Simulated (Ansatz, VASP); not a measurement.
# Two plane-wave programs on Al2Cu

File INCAR:

```
ALGO     = Fast           # electronic algorithm
EDIFF    = 1E-7           # SCF threshold, eV
ENCUT    = 520            # plane-wave cutoff, eV
GGA      = PE             # functional
ISIF     = 2              # what is computed and relaxed
ISMEAR   = 0              # smearing method
LASPH    = True           # aspherical terms in the spheres
LCHARG   = False          # write CHGCAR
LREAL    = False          # projectors in reciprocal space
LWAVE    = False          # write WAVECAR
NBANDS   = 16             # bands
NELM     = 80             # most SCF steps
PREC     = Accurate       # precision mode
SIGMA    = 0.15           # smearing width, eV
```

File KPOINTS:

```
k-points
0
Gamma
  14 14 14
```

File POSCAR:

```
Al2Cu
1.0
   -2.0446004822      2.0446004822      2.9396000000
    2.0446004822     -2.0446004822      2.9396000000
    2.0446004822      2.0446004822     -2.9396000000
Al Cu
2 1
Direct
    0.7500000000      0.2500000000      0.5000000000
    0.2500000000      0.7500000000      0.5000000000
    0.5000000000      0.5000000000      0.0000000000
```

Input for Ansatz:

```yaml
crystal:
  lattice:
    - [-2.0446004822, 2.0446004822, 2.9396]
    - [2.0446004822, -2.0446004822, 2.9396]
    - [2.0446004822, 2.0446004822, -2.9396]
  atoms:
    - { symbol: Al, position: [0.75, 0.25, 0.5] }
    - { symbol: Al, position: [0.25, 0.75, 0.5] }
    - { symbol: Cu, position: [0.5, 0.5, 0.0] }
basis:
  ecutwfc: 520.0
kpoints:
  mp_grid: { grid: [14, 14, 14] }
hamiltonian:
  xc: pbe
  pseudopotentials: { kind: paw, azcp: { folder: soft_1 } }
scf:
  occupations: { method: gaussian, width: 0.15 }
output:
  forces: true
  stress: true
  eigenvalues: true
```

Alike in both runs: task single point; functional PBE; k mesh 14 × 14 × 14; occupations gaussian, width 0.15 eV; no spin polarisation.

|  | VASP | Ansatz |
| --- | --- | --- |
| version | VASP 6.6.1 | Ansatz 0.2.0 |
| potentials or method | VASP PAW PBE potentials, release 64 (Al, Cu), cutoff 520 eV | scalar-relativistic, plane waves, PAW |
| valence electrons in the cell | 17 | 25 |

Ansatz gave:

* gap on the k mesh at the Fermi level (eV): none
* pressure (GPa): -1.5
* traceless stress, the component that is largest in VASP (GPa): -0.88

Question: Which values does VASP return?

Answer: gap on the k mesh at the Fermi level (eV): none; pressure (GPa): -1.4; traceless stress, the component that is largest in VASP (GPa): -0.87.

A gap of «none» marks a metal or a gap that the smearing closes. With one functional, cell and mesh, what is left measures potentials, basis and numerics. VASP's potentials hold 17 valence electrons a cell and Ansatz's 25, so a difference there can come from the potentials and not from the codes.
